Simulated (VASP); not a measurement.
SnO:

```
CELL_PARAMETERS angstrom
3.42327 0.00000 0.00000
-1.71164 2.96464 0.00000
0.00000 0.00000 6.41796
ATOMIC_POSITIONS crystal
Sn 0.00000 0.00000 0.00000
Sn 0.00000 0.00000 0.50000
O 0.33333 0.66667 0.25000
O 0.66667 0.33333 0.75000
```

Base run:

| Quantity | Value |
| --- | --- |
| Program | VASP 6.6.1 |
| Functional | PBE |
| Potentials or basis | VASP PAW PBE potentials, release 64 (Sn_d, O) |
| Cutoff | 520 eV |
| k mesh | 6 × 6 × 4 |
| Occupations | fermi-dirac, width 0.02 eV |
| Spin | no spin polarisation |

Its results: band gap on the k mesh zero (band 20 reaches 8.27 eV, above the bottom of band 21 at 7.46 eV); pressure 2.7 GPa.

Task: The run is repeated on the same cell with these changes: functional from PBE to r2SCAN; further incar settings from ALGO = Normal; EDIFF = 1e-07; NBANDS = 28 to ALGO = Normal; EDIFF = 1e-06; NBANDS = 28. What comes out?

Result: Band gap on the k mesh zero (band 20 reaches 8.22 eV, above the bottom of band 21 at 7.39 eV); pressure 0.3 GPa.

Caveats: spin-orbit coupling is left out, which moves the levels of the heavy elements; the PAW data sets were made with another functional, which shifts forces and pressure a little (some runs).
